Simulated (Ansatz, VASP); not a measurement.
# SrCl2 in VASP and in Ansatz

```xyz
3
Lattice="0.0000 3.5568 3.5568 3.5568 0.0000 3.5568 3.5568 3.5568 0.0000" Properties=species:S:1:pos:R:3 pbc="T T T"
Sr    0.0000    0.0000    0.0000
Cl    5.3351    5.3351    5.3351
Cl    1.7784    1.7784    1.7784
```

Alike in both runs: task single point; functional r2SCAN; k mesh 7 × 7 × 7; occupations fermi-dirac, width 0.05 eV; no spin polarisation.

|  | VASP | Ansatz |
| --- | --- | --- |
| version | VASP 6.6.1 | Ansatz 0.2.0 |
| potentials or method | VASP PAW PBE potentials, release 64 (Sr_sv, Cl) | Ansatz PAW |
| plane-wave cutoff (eV) | 520 | 500 |
| valence electrons in the cell | 24 | 24 |

```csv
,VASP,Ansatz,Ansatz less VASP
gap on the k mesh at the Fermi level (eV),5.78,5.78,-0.001
least direct gap on the mesh (eV),6.08,6.07,-0.003
pressure (GPa),-1.7,-1.7,-0.03
```

VASP's potentials were made for PBE, not for r2SCAN.

Noted on Ansatz's run: odd divisions of the mesh miss points on the zone boundary, where band edges often lie, so the gap on the mesh can be too wide.
